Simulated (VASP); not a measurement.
# Al3Cu2 (P-3m1) in VASP: single point with LDA

Aim: the single point of Al3Cu2 with LDA.

Program: VASP 6.6.1. These are calculated values, not measurements. Logs are shortened: lines on timing, memory, paths and dates and some standing lists are left out, and cuts for length are marked.

## Step 1: The cell of the first run

It takes space group P-3m1 (No. 164, trigonal). The conventional cell has a = 4.085 Å, b = 4.085 Å, c = 5.016 Å, α = 90.00°, β = 90.00°, γ = 120.00°. Al (site symmetry -3m) has 6 Cu at 2.49 Å and 6 Al at 2.94 Å within 3.3 Å. Al (site symmetry 3m) has 5 Cu at 2.46 to 2.56 Å and 6 Al at 2.80 to 2.94 Å within 3.2 Å. Cu (site symmetry 3m) has 8 Al at 2.46 to 2.56 Å and 3 Cu at 2.85 Å within 3.2 Å.

## Step 2: Single point, LDA

The input, POSCAR:

```
Al3Cu2
1.0
    4.0852901930      0.0000000000      0.0000000000
   -2.0426450965      3.5379650889      0.0000000000
    0.0000000000      0.0000000000      5.0163155782
Al Cu
3 2
Direct
    0.0000000000      0.0000000000      0.0000000000
    0.3333333333      0.6666666667      0.3502960714
    0.6666666667      0.3333333333      0.6497039286
    0.3333333333      0.6666666667      0.8408308519
    0.6666666667      0.3333333333      0.1591691481
```

The input, INCAR.step1:

```
SYSTEM = Al3Cu2
ALGO     = Normal         ! electronic algorithm
EDIFF    = 1E-6           ! SCF threshold, eV
ENCUT    = 610            ! plane-wave cutoff, eV
GGA      = CA             ! functional
GGA_COMPAT= .FALSE.      
ISIF     = 2              ! what is computed and relaxed
ISMEAR   = 0              ! smearing method
LASPH    = .TRUE.         ! aspherical terms in the spheres
LCHARG   = .TRUE.         ! write CHGCAR
LMAXMIX  = 4              ! l up to which the mixer works
LORBIT   = 11             ! projections on sites
LREAL    = .FALSE.        ! projectors in reciprocal space
LWAVE    = .FALSE.        ! write WAVECAR
NBANDS   = 32             ! bands
NEDOS    = 2001           ! points of the DOS
NELM     = 120            ! most SCF steps
PREC     = Accurate       ! precision mode
SIGMA    = 0.15           ! smearing width, eV
```

The input, KPOINTS.step1:

```
k-points
0
G
  7 7 5
  0 0 0
```

The input, INCAR.step2:

```
SYSTEM = Al3Cu2
ALGO     = Normal         ! electronic algorithm
EDIFF    = 1E-6           ! SCF threshold, eV
ENCUT    = 610            ! plane-wave cutoff, eV
GGA      = CA             ! functional
GGA_COMPAT= .FALSE.      
ICHARG   = 11             ! starting density
ISIF     = 2              ! what is computed and relaxed
ISMEAR   = -5             ! smearing method
LASPH    = .TRUE.         ! aspherical terms in the spheres
LCHARG   = .FALSE.        ! write CHGCAR
LMAXMIX  = 4              ! l up to which the mixer works
LORBIT   = 10             ! projections on sites
LREAL    = .FALSE.        ! projectors in reciprocal space
LWAVE    = .FALSE.        ! write WAVECAR
NBANDS   = 32             ! bands
NEDOS    = 1001           ! points of the DOS
NELM     = 120            ! most SCF steps
PREC     = Accurate       ! precision mode
SIGMA    = 0.15           ! smearing width, eV
```

The input, KPOINTS.step2:

```
k-points
0
G
  11 11 8
  0 0 0
```

Potentials or basis: VASP PAW LDA potentials, release 64 (Al, Cu_sv_GW).

Command:

```sh
> cat potpaw_LDA.64/Al/POTCAR potpaw_LDA.64/Cu_sv_GW/POTCAR > POTCAR
> cp INCAR.step1 INCAR
> cp KPOINTS.step1 KPOINTS
> mpirun -np 1 vasp_std > vasp.out
> cp INCAR.step2 INCAR
> cp KPOINTS.step2 KPOINTS
> mpirun -np 1 vasp_std > vasp.out
```

OUTCAR:

```text
SYSTEM = Al3Cu2
   EDIFF = 1E-6
   ENCUT = 610
   GGA = CA
   ICHARG = 11
   ISIF = 2
   ISMEAR = -5
   LASPH = .TRUE.
   LORBIT = 10
   LREAL = .FALSE.
   NELM = 120
   PREC = Accurate

 ion  position               nearest neighbor table
   1  0.000  0.000  0.000-   4 2.49   5 2.49   4 2.49   5 2.49   5 2.49   4 2.49   2 2.94   3 2.94
                             2 2.94   3 2.94   2 2.94   3 2.94
   2  0.333  0.667  0.350-   4 2.46   5 2.55   5 2.55   5 2.55   4 2.56   3 2.80   3 2.80   3 2.80
                             1 2.94   1 2.94   1 2.94
   3  0.667  0.333  0.650-   5 2.46   4 2.55   4 2.55   4 2.55   5 2.56   2 2.80   2 2.80   2 2.80
                             1 2.94   1 2.94   1 2.94
   4  0.333  0.667  0.841-   2 2.46   1 2.49   1 2.49   1 2.49   3 2.55   3 2.55   3 2.55   2 2.56

   5  0.667  0.333  0.159-   3 2.46   1 2.49   1 2.49   1 2.49   2 2.55   2 2.55   2 2.55   3 2.56

  LATTYP: Found a hexagonal cell.
 ALAT       =     4.0852901930
 C/A-ratio  =     1.2278970015

  Lattice vectors:

 A1 = (   4.0852901930,   0.0000000000,   0.0000000000)
 A2 = (  -2.0426450965,   3.5379650889,   0.0000000000)
 A3 = (   0.0000000000,   0.0000000000,   5.0163155782)

Analysis of symmetry for initial positions (statically):
=====================================================================
 Subroutine PRICEL returns:
 Original cell was already a primitive cell.

 Routine SETGRP: Setting up the symmetry group for a
 hexagonal supercell.

 Subroutine GETGRP returns: Found 12 space group operations
 (whereof 12 operations were pure point group operations)
 out of a pool of 24 trial point group operations.

The static configuration has the point symmetry D_3d.

Analysis of symmetry for dynamics (positions and initial velocities):
=====================================================================
 Subroutine PRICEL returns:
 Original cell was already a primitive cell.

 Routine SETGRP: Setting up the symmetry group for a
 hexagonal supercell.

 Subroutine GETGRP returns: Found 12 space group operations
 (whereof 12 operations were pure point group operations)
 out of a pool of 24 trial point group operations.

The dynamic configuration has the point symmetry D_3d.

 Subroutine INISYM returns: Found 12 space group operations
 (whereof 12 operations are pure point group operations),
 and found     1 'primitive' translations
[... 107 lines left out ...]
   IBRION =     -1    ionic relax: 0-MD 1-quasi-New 2-CG
   NFREE  =      0    steps in history (QN), initial steepest desc. (CG)
   ISIF   =      2    stress and relaxation
   ISYM   =      2    0-nonsym 1-usesym 2-fastsym
   POTIM  = 0.5000    time-step for ionic-motion
   TEBEG  =    0.0;   TEEND  =   0.0 temperature during run
   PSTRESS=    0.0 pullay stress
   NELECT =      47.0000    total number of electrons
   NUPDOWN=      -1.0000    fix difference up-down
   EMIN   =  10.00;   EMAX   =-10.00  energy-range for DOS
   EFERMI =   0.00;   METHOD = LEGACY
   ISMEAR =    -5;   SIGMA  =   0.15  broadening in eV -4-tet -1-fermi 0-gaus
   EFERMI_NEDOS =   21; number of points for ismear=-14 and -15
   IALGO  =     38    algorithm
   IMIX   =      4    mixing-type and parameters
     AMIX     =   0.40;   BMIX     =  1.00
     AMIX_MAG =   1.60;   BMIX_MAG =  1.00
  volume/ion in A,a.u.               =      14.50        97.86
  Fermi-wavevector in a.u.,A,eV,Ry     =   1.416838  2.677437 27.312761  2.007431
  Thomas-Fermi vector in A             =   2.538131
   LORBIT       =     10    0 simple, 1 ext, 2 COOP (PROOUT), +10 PAW based schemes
   GGA     = CA    functional components
   LHFCALC =     F    Hartree Fock is set to
   AEXX    =    0.0000 exact exchange contribution
   IVDW    =     0    specifies the selected vdW correction
   LEPSILON=     F    determine dielectric tensor
   LRPA    =     F    only Hartree local field effects (RPA)
 non-spin polarized calculation
 Fermi weights with tetrahedron method with Bloechl corrections
  energy-cutoff  :      610.00
  volume of cell :       72.50
 maximum number of plane-waves:      2504
 NGX is ok and might be reduce to    36

 number of electron      47.0000000 magnetization

 Free energy of the ion-electron system (eV)
  ---------------------------------------------------
  ext. energy  EPLUGINS =         0.00000000
  ---------------------------------------------------
  free energy    TOTEN  =       -23.19345623 eV

  energy without entropy =      -23.19345623  energy(sigma->0) =      -23.19345623

 E-fermi :   8.0842     XC(G=0): -11.4113

 val. band max:        8.2203025076   @ k =   0.0909   0.0000   0.5000
 cond. band min:       8.0860019086   @ k =   0.4545   0.0000   0.0000
 fundamental gap:     -0.1343005989
 Fermi energy:         8.0842227823

 k-point     1 :       0.0000    0.0000    0.0000
  band No.  band energies     occupation
      1    -105.0802      2.00000
      2    -105.0789      2.00000
      3     -63.0543      2.00000
      4     -63.0496      2.00000
      5     -63.0496      2.00000
      6     -63.0482      2.00000
[... 829 lines left out ...]
     31      14.9336      0.00000
     32      15.5350      0.00000

 [... further k-points ...]
[... 5 lines left out ...]
  --------------------------------------------------------------------------------------
  -------------------------------------------------------------------------------------
  Total       -2.2312270     -2.2312270     -3.2322962      0.0000000      0.0000000      0.0000000
  in kB      -49.3052354    -49.3052354    -71.4266738      0.0000000      0.0000000      0.0000000
  external PRESSURE =     -56.6790482 kB  Pullay stress =       0.0000000 kB

 VOLUME and BASIS-vectors are now :
 -----------------------------------------------------------------------------
  energy-cutoff  :      610.00
  volume of cell :       72.50
      direct lattice vectors                 reciprocal lattice vectors
     4.085290193  0.000000000  0.000000000     0.244780653  0.141324176  0.000000000
    -2.042645096  3.537965089  0.000000000     0.000000000  0.282648351  0.000000000
     0.000000000  0.000000000  5.016315578     0.000000000  0.000000000  0.199349500

 POSITION                                       TOTAL-FORCE (eV/Angst)
 -----------------------------------------------------------------------------------
      0.00000      0.00000      0.00000         0.000000      0.000000      0.000000
     -0.00000      2.35864      1.75720         0.000000      0.000000     -0.008186
      2.04265      1.17932      3.25912         0.000000     -0.000000      0.008186
     -0.00000      2.35864      4.21787        -0.000000      0.000000     -0.027630
      2.04265      1.17932      0.79844         0.000000     -0.000000      0.027630
 -----------------------------------------------------------------------------------
    total drift:                               -0.000000      0.000000      0.000000

  FREE ENERGIE OF THE ION-ELECTRON SYSTEM (eV)
  ---------------------------------------------------
  free  energy   TOTEN  =       -23.1934562339 eV

  energy  without entropy=      -23.1934562339  energy(sigma->0) =      -23.19345623

 total charge

# of ion       s       p       d       f       tot
--------------------------------------------------
    1        0.399   0.402   0.000   0.000   0.801
    2        0.400   0.388   0.000   0.000   0.788
    3        0.400   0.388   0.000   0.000   0.788
    4        2.333   6.568   8.859   0.002  17.761
    5        2.333   6.568   8.859   0.002  17.761
--------------------------------------------------
tot          5.864  14.314  17.717   0.003  37.899
```

Run time: 7.3 min. Hardware: 1 thread of AMD EPYC 7R43 (Zen 3), shared host; peak memory 0.37 GiB.

Results:

* Valence electrons inside the program's atomic spheres: Al 0.80, 0.79 (each value once); Cu 17.76

Levels at points of the mesh, in eV from the Fermi level:
| k point | band 20 | band 21 | band 22 | band 23 | band 24 | band 25 | band 26 | band 27 |
| --- | --- | --- | --- | --- | --- | --- | --- | --- |
| (0.00, 0.00, 0.00) | -3.64 | -3.61 | -0.08 | -0.08 | 1.47 | 1.47 | 2.56 | 2.96 |
| (0.00, 0.00, 0.50) | -4.12 | 1.28 | 1.28 | 1.42 | 1.42 | 1.80 | 2.46 | 2.53 |
